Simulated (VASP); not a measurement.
Set up this calculation in VASP 6.6.1, as the native input.

```
Task                   : single point
Functional             : PBEsol
Potentials or basis    : VASP PAW PBE potentials, release 64 (Ta_pv, As, Au, O)
Cutoff                 : 520 eV
k mesh                 : 3 × 3 × 3
Occupations            : fermi-dirac, width 0.05 eV
Spin                   : no spin polarisation
Dipole correction      : no
Further INCAR settings : LREAL = Auto; ALGO = Normal; EDIFF = 1e-06; NBANDS = 84
```

The structure of Ta3AsAu2O13 lies in POSCAR:

```
Ta3AsAu2O13
1.0
    5.2423700000      3.0266800000      4.1427300000
   -5.2423700000      3.0266800000      4.1427300000
    0.0000000000     -6.0533700000      4.1427300000
Ta As Au O
3 1 2 13
Direct
    0.2310800000      0.5722900000      0.2310800000
    0.2310800000      0.2310800000      0.5722900000
    0.5722900000      0.2310800000      0.2310800000
    0.5587800000      0.5587800000      0.5587800000
    0.9655900000      0.9655900000      0.9655900000
    0.7510500000      0.7510500000      0.7510500000
    0.4088400000      0.6676200000      0.4088400000
    0.4088400000      0.4088400000      0.6676200000
    0.6676200000      0.4088400000      0.4088400000
    0.4972600000      0.0131300000      0.3602400000
    0.3602400000      0.4972600000      0.0131300000
    0.0131300000      0.3602400000      0.4972600000
    0.3602400000      0.0131300000      0.4972600000
    0.0131300000      0.4972600000      0.3602400000
    0.4972600000      0.3602400000      0.0131300000
    0.1096300000      0.7480600000      0.1096300000
    0.1096300000      0.1096300000      0.7480600000
    0.7480600000      0.1096300000      0.1096300000
    0.3084000000      0.3084000000      0.3084000000
```

These files were run (other wordings do the same):

INCAR

```
SYSTEM = Ta3AsAu2O13
ALGO = Normal
EDIFF = 1E-6
ENCUT = 520
GGA = PS
ISIF = 2
ISMEAR = -1
LASPH = .TRUE.
LCHARG = .FALSE.
LREAL = Auto
LWAVE = .FALSE.
NBANDS = 84
NELM = 60
PREC = Accurate
SIGMA = 0.05
```

KPOINTS

```
k-points
0
G
  3 3 3
  0 0 0
```

Potentials or basis: VASP PAW PBE potentials, release 64 (Ta_pv, As, Au, O).

The run is started by

```sh
$ cat potpaw_PBE.64/Ta_pv/POTCAR potpaw_PBE.64/As/POTCAR potpaw_PBE.64/Au/POTCAR potpaw_PBE.64/O/POTCAR > POTCAR
$ mpirun -np 1 vasp_std > vasp.out
```

Results of the run:

```yaml
Pressure: -2.3 GPa
Largest_force: 0.219 eV/Å
Band_gap_on_the_k_mesh: 1.03 eV (least direct gap 1.08 eV)
```

Caveat: the PAW data sets were made with another functional, which shifts forces and pressure a little; spin-orbit coupling is left out, which moves the levels of the heavy elements.

Run time: 4.5 min on 1 thread of Intel(R) Xeon(R) Platinum 8488C (Sapphire Rapids) (shared host), peak memory 0.49 GiB.
